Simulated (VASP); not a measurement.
Here is a VASP 6.6.1 calculation.

POSCAR

```
Re
1.0
    0.0000000000      2.6750000000      2.6750000000
    2.6750000000      0.0000000000      2.6750000000
    2.6750000000      2.6750000000      0.0000000000
Re
2
Direct
    1.0000000000      1.0000000000      1.0000000000
    0.2500000000      0.2500000000      0.2500000000
```

INCAR.step1

```
SYSTEM = Re
  ALGO = Normal
  EDIFF = 1E-5
  EDIFFG = -0.005
  ENCUT = 660
  GGA = PE
  GGA_COMPAT = .False.
  IBRION = 2
  ISIF = 3
  ISMEAR = 1
  LASPH = .True.
  LCHARG = .False.
  LREAL = .False.
  LWAVE = .True.
  NELM = 120
  NELMIN = 4
  NSW = 100
  PREC = Accurate
  SIGMA = 0.05
```

INCAR.step2

```
SYSTEM = Re
  ALGO = Normal
  EDIFF = 1E-7
  EDIFFG = -0.01
  ENCUT = 660
  GGA_COMPAT = .False.
  IBRION = 2
  ISIF = 3
  ISMEAR = 1
  ISTART = 1
  LASPH = .True.
  LCHARG = .False.
  LMIXTAU = .True.
  LREAL = .False.
  LWAVE = .False.
  METAGGA = R2SCAN
  NELM = 120
  NELMIN = 4
  NSW = 80
  PREC = Accurate
  SIGMA = 0.05
```

Contents of KPOINTS:

```
k-points
0
Gamma
  8 8 8
  0 0 0
```

Potentials or basis: VASP PAW PBE potentials, release 64 (Re).

Launch:

```console
$ cat potpaw_PBE.64/Re/POTCAR > POTCAR
$ cp INCAR.step1 INCAR
$ mpirun -np 1 vasp_std > vasp.out
$ cp INCAR.step2 INCAR
$ mpirun -np 1 vasp_std > vasp.out
```

Q: Estimate the band gap on the k mesh.

A: Zero (bands 7 and 8 overlap by 1.57 eV).

Q: Predict the space group after relaxing (to 0.1 Å).

A: Fd-3m (No. 227).

Final structure:
```xyz
2
Lattice="0.0000 2.7970 2.7970 2.7970 0.0000 2.7970 2.7970 2.7970 0.0000" Properties=species:S:1:pos:R:3 pbc="T T T"
Re    0.0000    0.0000    0.0000
Re    1.3985    1.3985    1.3985
```

Caveat: spin-orbit coupling is left out, which moves the levels of the heavy elements.
